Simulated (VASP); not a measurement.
## Ga: single point with r2SCAN

Crystal: Ga.

```
CELL_PARAMETERS angstrom
3.90884 0.00000 0.00000
-1.95442 3.38516 0.00000
0.00000 0.00000 4.43471
ATOMIC_POSITIONS crystal
Ga 0.22540 0.00000 0.33333
Ga 0.00000 0.22540 0.66667
Ga 0.77460 0.77460 0.00000
```

```json
{"Program": "VASP 6.6.1", "Task": "single point", "Functional": "r2SCAN", "Potentials or basis": "VASP PAW PBE potentials, release 64 (Ga_d)", "Cutoff": "520 eV", "k mesh": "6 × 6 × 4", "Occupations": "gaussian, width 0.1 eV", "Spin": "no spin polarisation", "Dipole correction": "no", "Further INCAR settings": "ALGO = Normal; EDIFF = 1e-07; NBANDS = 26"}
```

The pressure is 18.3 GPa, the largest force is 5.426 eV/Å and the band gap on the k mesh is zero (an odd number of electrons rules out a gap without spin polarisation).

Forces in eV/Å, atoms in the order of the input:
```
Ga   5.426  0.000  0.000
Ga  -2.713  4.699  0.000
Ga  -2.713 -4.699  0.000
```

Stress tensor (GPa, compression positive):
```
10.17  0.00  0.00
 0.00 10.17  0.00
 0.00  0.00 34.71
```

Levels at points of the mesh, in eV from the Fermi level:
| k point | band 15 | band 16 | band 17 | band 18 | band 19 | band 20 | band 21 | band 22 | band 23 | band 24 |
| --- | --- | --- | --- | --- | --- | --- | --- | --- | --- | --- |
| (0.00, 0.00, 0.00) | -15.01 | -11.58 | -3.68 | -3.68 | 0.80 | 2.54 | 2.54 | 3.73 | 3.73 | 5.38 |
| (0.50, 0.00, 0.00) | -15.02 | -9.42 | -6.57 | -2.21 | -1.18 | -0.37 | 0.43 | 1.88 | 3.61 | 6.53 |
| (0.00, 0.00, 0.50) | -15.04 | -9.56 | -9.56 | 1.79 | 2.37 | 2.37 | 3.89 | 4.15 | 4.15 | 4.89 |
| (0.50, 0.00, 0.50) | -15.09 | -7.53 | -7.37 | -4.49 | -3.91 | 0.53 | 1.16 | 2.62 | 3.63 | 8.60 |

It took 83 s on 1 thread of Intel(R) Xeon(R) 6975P-C (Granite Rapids) (shared host), peak memory 0.19 GiB.

Caveat: the cell stands under pressure; the PAW data sets were made with another functional, which shifts forces and pressure a little.
